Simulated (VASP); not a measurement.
Here is a VASP 6.6.1 calculation.

Contents of POSCAR:

```
P
1.0
    2.4556268004      0.0000000000      0.0000000000
    0.0000000000      2.4556268004      0.0000000000
    0.0000000000      0.0000000000      2.3642262991
P
1
Direct
    0.0000000000      0.0000000000      0.0000000000
```

File INCAR.step1:

```
SYSTEM = P
  PREC = Accurate
  ENCUT = 520
  ISMEAR = 0
  SIGMA = 0.1
  LREAL = .False.
  LASPH = .True.
  NELM = 80
  NBANDS = 8
  GGA = PE
  ALGO = Normal
  EDIFF = 1E-4
  LWAVE = .True.
  LCHARG = .False.
```

File INCAR.step2:

```
SYSTEM = P
  PREC = Accurate
  ENCUT = 520
  EDIFF = 1E-6
  ISMEAR = 0
  SIGMA = 0.1
  LREAL = .False.
  LASPH = .True.
  NELM = 80
  ALGO = Normal
  ISIF = 2
  LWAVE = .False.
  LCHARG = .True.
  METAGGA = R2SCAN
  LMIXTAU = .True.
  LELF = .True.
  LVHAR = .True.
  NBANDS = 8
  ISTART = 1
```

The input KPOINTS:

```
regular mesh
0
Gamma
  22 22 22
  0 0 0
```

Potentials or basis: VASP PAW PBE potentials, release 64 (P).

Launch:

```sh
$ cat potpaw_PBE.64/P/POTCAR > POTCAR
$ cp INCAR.step1 INCAR
$ mpirun -np 1 vasp_std > vasp.out
$ cp INCAR.step2 INCAR
$ mpirun -np 1 vasp_std > vasp.out
```

(1) Estimate the band gap on the k mesh.

(2) What does it give for the pressure?

Results:

(1) zero (an odd number of electrons rules out a gap without spin polarisation).

(2) 1.7 GPa.

Caveat: the cell differs from its parent crystal (uniaxial strain along c: -3.0 %); the stress differs along the axes, from -2 to 10 GPa; the PAW data sets were made with another functional, which shifts forces and pressure a little; an odd number of electrons without spin polarisation forces a metal; a magnetic or distorted state may lie lower.
